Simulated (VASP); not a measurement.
# Cu (I4/mmm) in VASP: notebook

Cu is run at these levels: PBE; tasks: single point.

Everything below comes from runs of VASP 6.6.1. Logs are shortened: lines on timing, memory, paths and dates and some standing lists are left out, and cuts for length are marked.

## 1. The cell of the first run

Symmetry: I4/mmm, No. 139, tetragonal system. Conventional cell: a = 3.012 Å, b = 3.012 Å, c = 2.504 Å, α = 90.00°, β = 90.00°, γ = 90.00°. Within 3.3 Å of Cu (site symmetry 4/mmm) lie 14 Cu at 2.47 to 3.01 Å.

## 2. Single point, PBE (volume 11.358 Å^3 an atom, c/a of the conventional cell 0.8315)

File INCAR:

```
PREC = Accurate ; ENCUT = 520
EDIFF = 1E-6 ; ISMEAR = 0
SIGMA = 0.15 ; LREAL = F
LASPH = T ; NELM = 100
ALGO = Normal ; ISIF = 2
LWAVE = F ; LCHARG = T
GGA = PE ; LELF = T
LVHAR = T ; NBANDS = 12
```

File KPOINTS:

```
Automatic mesh
0
Gamma
  24 24 24
```

File POSCAR:

```
Cu
1.0
   -1.5058898514      1.5058898514      1.2521474115
    1.5058898514     -1.5058898514      1.2521474115
    1.5058898514      1.5058898514     -1.2521474115
Cu
1
Direct
    0.0000000000      0.0000000000      0.0000000000
```

Potentials or basis: VASP PAW PBE potentials, release 64 (Cu).

On the command line:

```console
cat potpaw_PBE.64/Cu/POTCAR > POTCAR
mpirun -np 1 vasp_std > vasp.out
```

OUTCAR:

```text
PREC = Accurate
   ENCUT = 520
   EDIFF = 1E-6
   ISMEAR = 0
   LREAL = F
   LASPH = T
   NELM = 100
   ISIF = 2
   GGA = PE

 ion  position               nearest neighbor table
   1  0.000  0.000  0.000-

  LATTYP: Found a body centered tetragonal cell.
 ALAT       =     3.0117797028
 C/A-ratio  =     0.8315000000

  Lattice vectors:

 A1 = (  -1.5058898514,   1.5058898514,   1.2521474115)
 A2 = (   1.5058898514,  -1.5058898514,   1.2521474115)
 A3 = (   1.5058898514,   1.5058898514,  -1.2521474115)

Analysis of symmetry for initial positions (statically):
=====================================================================
 Subroutine PRICEL returns:
 Original cell was already a primitive cell.

 Routine SETGRP: Setting up the symmetry group for a
 body centered tetragonal supercell.

 Subroutine GETGRP returns: Found 16 space group operations
 (whereof 16 operations were pure point group operations)
 out of a pool of 16 trial point group operations.

The static configuration has the point symmetry D_4h.

Analysis of symmetry for dynamics (positions and initial velocities):
=====================================================================
 Subroutine PRICEL returns:
 Original cell was already a primitive cell.

 Routine SETGRP: Setting up the symmetry group for a
 body centered tetragonal supercell.

 Subroutine GETGRP returns: Found 16 space group operations
 (whereof 16 operations were pure point group operations)
 out of a pool of 16 trial point group operations.

The dynamic configuration has the point symmetry D_4h.

 Subroutine INISYM returns: Found 16 space group operations
 (whereof 16 operations are pure point group operations),
 and found     1 'primitive' translations

----------------------------------------------------------------------------------------

                                     Primitive cell

  volume of cell :      11.3580

  direct lattice vectors                    reciprocal lattice vectors
    -1.505889851  1.505889851  1.252147411     0.000000000  0.332029597  0.399314007
     1.505889851 -1.505889851  1.252147411     0.332029597  0.000000000  0.399314007
     1.505889851  1.505889851 -1.252147411     0.332029597  0.332029597  0.000000000

  length of vectors
     2.470482064  2.470482064  2.470482064     0.519321990  0.519321990  0.469560759

  position of ions in fractional coordinates (direct lattice)
     0.000000000  0.000000000  0.000000000

  ion indices of the primitive-cell ions
   primitive index   ion index
[... 75 lines left out ...]
   EDIFFG = 0.1E-04   stopping-criterion for IOM
   NSW    =      0    number of steps for IOM
   IBRION =     -1    ionic relax: 0-MD 1-quasi-New 2-CG
   NFREE  =      0    steps in history (QN), initial steepest desc. (CG)
   ISIF   =      2    stress and relaxation
   ISYM   =      2    0-nonsym 1-usesym 2-fastsym
   POTIM  = 0.5000    time-step for ionic-motion
   TEBEG  =    0.0;   TEEND  =   0.0 temperature during run
   PSTRESS=    0.0 pullay stress
   NELECT =      11.0000    total number of electrons
   NUPDOWN=      -1.0000    fix difference up-down
   EMIN   =  10.00;   EMAX   =-10.00  energy-range for DOS
   EFERMI =   0.00;   METHOD = LEGACY
   ISMEAR =     0;   SIGMA  =   0.15  broadening in eV -4-tet -1-fermi 0-gaus
   EFERMI_NEDOS =   21; number of points for ismear=-14 and -15
   IALGO  =     38    algorithm
   IMIX   =      4    mixing-type and parameters
     AMIX     =   0.40;   BMIX     =  1.00
     AMIX_MAG =   1.60;   BMIX_MAG =  1.00
  volume/ion in A,a.u.               =      11.36        76.65
  Fermi-wavevector in a.u.,A,eV,Ry     =   1.619714  3.060816 35.694540  2.623475
  Thomas-Fermi vector in A             =   2.713770
   LORBIT       =      0    0 simple, 1 ext, 2 COOP (PROOUT), +10 PAW based schemes
   GGA     = PE    functional components
   LHFCALC =     F    Hartree Fock is set to
   AEXX    =    0.0000 exact exchange contribution
   IVDW    =     0    specifies the selected vdW correction
   LEPSILON=     F    determine dielectric tensor
   LRPA    =     F    only Hartree local field effects (RPA)
 non-spin polarized calculation
 Gauss-broadening in eV      SIGMA  =   0.15
  energy-cutoff  :      520.00
  volume of cell :       11.36
 maximum number of plane-waves:       317
   NGX =  9   NGY =  9   NGZ =  9

 number of electron      10.9999985 magnetization

 Free energy of the ion-electron system (eV)
  ---------------------------------------------------
  ext. energy  EPLUGINS =         0.00000000
  ---------------------------------------------------
  free energy    TOTEN  =        -3.65568042 eV

  energy without entropy =       -3.65129895  energy(sigma->0) =       -3.65348968

 E-fermi :   8.1086     XC(G=0): -12.9478

 val. band max:        8.1028614629   @ k =  -0.0833  -0.4167   0.0417
 cond. band min:       8.1138224103   @ k =   0.4167   0.0417   0.0417
 fundamental gap:      0.0109609474
 Fermi energy:         8.1085961254

 k-point     1 :       0.0000    0.0000    0.0000
  band No.  band energies     occupation
      1      -1.5666      2.00000
      2       4.3945      2.00000
      3       5.2267      2.00000
      4       5.2267      2.00000
      5       5.2987      2.00000
      6       6.2036      2.00000
      7      30.7101      0.00000
      8      30.7101      0.00000
      9      34.6209      0.00000
     10      35.6661      0.00000
     11      37.1349      0.00000
     12      38.1047      0.00000
[... 331 lines left out ...]
 k-point    24 :       0.4583    0.0417    0.0000
  band No.  band energies     occupation
      1       2.9087      2.00000
      2       3.8547      2.00000
      3       5.7855      2.00000
      4       6.3905      2.00000
      5       6.5531      2.00000
      6       8.1601      0.62757
      7      13.6668      0.00000
      8      24.0344      0.00000
      9      24.6172      0.00000
     10      29.1375      0.00000
     11      32.1237      0.00000
     12      40.0060      0.00000

 [... further k-points ...]
[... 5 lines left out ...]
  --------------------------------------------------------------------------------------
  -------------------------------------------------------------------------------------
  Total        0.5686501      0.5686501      1.1748654      0.0000000      0.0000000      0.0000000
  in kB       80.2146777     80.2146777    165.7283633      0.0000000      0.0000000      0.0000000
  external PRESSURE =     108.7192396 kB  Pullay stress =       0.0000000 kB

 VOLUME and BASIS-vectors are now :
 -----------------------------------------------------------------------------
  energy-cutoff  :      520.00
  volume of cell :       11.36
      direct lattice vectors                 reciprocal lattice vectors
    -1.505889851  1.505889851  1.252147411     0.000000000  0.332029597  0.399314007
     1.505889851 -1.505889851  1.252147411     0.332029597  0.000000000  0.399314007
     1.505889851  1.505889851 -1.252147411     0.332029597  0.332029597  0.000000000

 POSITION                                       TOTAL-FORCE (eV/Angst)
 -----------------------------------------------------------------------------------
      0.00000      0.00000      0.00000        -0.000000     -0.000000      0.000000
 -----------------------------------------------------------------------------------
    total drift:                                0.000000      0.000000      0.000000

  FREE ENERGIE OF THE ION-ELECTRON SYSTEM (eV)
  ---------------------------------------------------
  free  energy   TOTEN  =        -3.6556804178 eV

  energy  without entropy=       -3.6512989464  energy(sigma->0) =       -3.65348968
```

Run time: 69 s. Hardware: 1 thread of Intel Xeon 6975P-C, shared host; peak memory 0.24 GiB.

What came out:

```yaml
Free_energy: -3.6557 eV
Pressure: 10.9 GPa
```

Stress tensor (GPa, compression positive):
```
 8.02  0.00  0.00
 0.00  8.02  0.00
 0.00  0.00 16.57
```

Levels at points of the mesh, in eV from the Fermi level:
| k point | band 2 | band 3 | band 4 | band 5 | band 6 | band 7 | band 8 | band 9 | band 10 | band 11 |
| --- | --- | --- | --- | --- | --- | --- | --- | --- | --- | --- |
| (0.00, 0.00, 0.00) | -3.71 | -2.88 | -2.88 | -2.81 | -1.90 | 22.60 | 22.60 | 26.51 | 27.56 | 29.03 |
| (0.50, 0.00, 0.00) | -4.26 | -2.30 | -1.65 | -1.48 | -0.07 | 5.44 | 16.48 | 16.53 | 20.62 | 23.67 |
| (0.50, 0.50, 0.00) | -3.30 | -2.87 | -2.28 | -1.58 | -1.50 | 3.28 | 21.51 | 22.39 | 25.44 | 27.94 |
| (0.50, 0.50, 0.50) | -4.88 | -1.64 | -1.64 | -1.47 | 6.13 | 6.13 | 12.11 | 12.74 | 13.74 | 20.12 |

## 3. Single point, PBE (volume 11.358 Å^3 an atom, c/a of the conventional cell 0.8656)

File INCAR:

```
PREC = Accurate
ENCUT = 520
EDIFF = 1E-6
ISMEAR = 0
SIGMA = 0.15
LREAL = F
LASPH = T
NELM = 60
ALGO = Normal
ISIF = 2
LWAVE = F
LCHARG = T
GGA = PE
LELF = T
LVHAR = T
NBANDS = 12
```

KPOINTS is that of step 2.

File POSCAR:

```
Cu
1.0
   -1.4858496800      1.4858496800      1.2861514831
    1.4858496800     -1.4858496800      1.2861514831
    1.4858496800      1.4858496800     -1.2861514831
Cu
1
Direct
    0.0000000000      0.0000000000      0.0000000000
```

Potentials or basis: VASP PAW PBE potentials, release 64 (Cu).

On the command line:

```console
cat potpaw_PBE.64/Cu/POTCAR > POTCAR
mpirun -np 1 vasp_std > vasp.out
```

Wall time 71 s (1 thread of Intel Xeon 6975P-C, shared host); peak memory 0.25 GiB.

Results (log left out):

| Quantity | Value |
| --- | --- |
| Free energy | -3.6675 eV |
| Pressure | 10.1 GPa |

Stress tensor (GPa, compression positive):
```
 8.74  0.00  0.00
 0.00  8.74  0.00
 0.00  0.00 12.72
```

Levels at points of the mesh, in eV from the Fermi level:
```
           k point  band 3  band 4  band 5  band 6  band 7  band 8  band 9  band 10
(0.00, 0.00, 0.00)   -2.98   -2.98   -2.64   -1.94   23.36   23.36   27.35    28.02
(0.50, 0.00, 0.00)   -2.27   -1.74   -1.44   -0.24    5.21   16.72   16.80    20.83
(0.50, 0.50, 0.00)   -2.71   -2.23   -1.48   -1.40    3.54   20.62   21.32    24.54
(0.50, 0.50, 0.50)   -1.63   -1.63   -1.49    6.59    6.59   12.45   12.48    13.22
```

## 4. Single point, PBE (volume 12.638 Å^3 an atom, c/a of the conventional cell 0.8656)

File INCAR:

```
PREC = Accurate ; ENCUT = 520
EDIFF = 1E-7 ; ISMEAR = 0
SIGMA = 0.15 ; LREAL = F
LASPH = T ; NELM = 60
ALGO = Fast ; ISIF = 2
LWAVE = F ; LCHARG = F
GGA = PE ; NBANDS = 12
```

KPOINTS is that of step 3.

File POSCAR:

```
Cu
1.0
   -1.5396914708      1.5396914708      1.3327569371
    1.5396914708     -1.5396914708      1.3327569371
    1.5396914708      1.5396914708     -1.3327569371
Cu
1
Direct
    0.0000000000      0.0000000000      0.0000000000
```

On the command line:

```console
cat potpaw_PBE.64/Cu/POTCAR > POTCAR
mpirun -np 1 vasp_std > vasp.out
```

Run time: 3.1 min. Hardware: 1 thread of AMD EPYC 7R43 (Zen 3), shared host; peak memory 0.21 GiB.

Results (log left out):

| Item | Value |
| --- | --- |
| Free energy | -3.6811 eV |
| Pressure | -5.0 GPa |

Stress tensor (GPa, compression positive):
```
-5.53  0.00  0.00
 0.00 -5.53  0.00
 0.00  0.00 -3.82
```

Levels at points of the mesh, in eV from the Fermi level:
```csv
k point,band 3,band 4,band 5,band 6,band 7,band 8,band 9,band 10
"(0.00, 0.00, 0.00)",-2.68,-2.68,-2.38,-1.80,22.16,22.16,25.61,26.39
"(0.50, 0.00, 0.00)",-2.08,-1.62,-1.37,-0.01,4.60,15.60,15.85,19.59
"(0.50, 0.50, 0.00)",-2.45,-2.04,-1.41,-1.06,3.05,19.68,19.74,23.10
"(0.50, 0.50, 0.50)",-1.53,-1.53,-1.41,6.26,6.26,11.69,11.79,11.98
```

## 5. Single point, PBE (volume 13.278 Å^3 an atom, c/a of the conventional cell 0.8315)

File INCAR:

```
SYSTEM = Cu
PREC = Accurate ; ENCUT = 520
EDIFF = 1E-7 ; ISMEAR = 0
SIGMA = 0.15 ; LREAL = .FALSE.
LASPH = .TRUE. ; NELM = 80
ALGO = Fast ; ISIF = 2
LWAVE = .FALSE. ; LCHARG = .FALSE.
GGA = PE ; NBANDS = 12
```

File KPOINTS:

```
regular mesh
0
G
  24 24 24
  0 0 0
```

File POSCAR:

```
Cu
1.0
   -1.5863662919      1.5863662919      1.3190635717
    1.5863662919     -1.5863662919      1.3190635717
    1.5863662919      1.5863662919     -1.3190635717
Cu
1
Direct
    0.0000000000      0.0000000000      0.0000000000
```

On the command line:

```console
cat potpaw_PBE.64/Cu/POTCAR > POTCAR
mpirun -np 1 vasp_std > vasp.out
```

It took 2.9 min on 1 thread of AMD EPYC 7R43 (Zen 3), shared host; peak memory 0.23 GiB.

The run converged. Its results:

| Property | Result |
| --- | --- |
| Free energy | -3.6463 eV |
| Pressure | -9.3 GPa |

Stress tensor (GPa, compression positive):
```
-10.46   0.00   0.00
  0.00 -10.46   0.00
  0.00   0.00  -7.08
```

Levels at points of the mesh, in eV from the Fermi level:
```tsv
k point	band 2	band 3	band 4	band 5	band 6	band 7	band 8	band 9	band 10	band 11
(0.00, 0.00, 0.00)	-3.13	-2.47	-2.47	-2.41	-1.70	20.82	20.82	24.11	25.20	27.15
(0.50, 0.00, 0.00)	-3.56	-2.01	-1.50	-1.37	0.24	4.57	14.86	15.22	18.85	21.14
(0.50, 0.50, 0.00)	-2.80	-2.47	-2.00	-1.38	-1.06	2.61	20.00	20.11	23.30	25.26
(0.50, 0.50, 0.50)	-4.04	-1.49	-1.49	-1.36	5.71	5.71	10.92	11.17	12.52	17.87
```

[end of part 1 of 2]
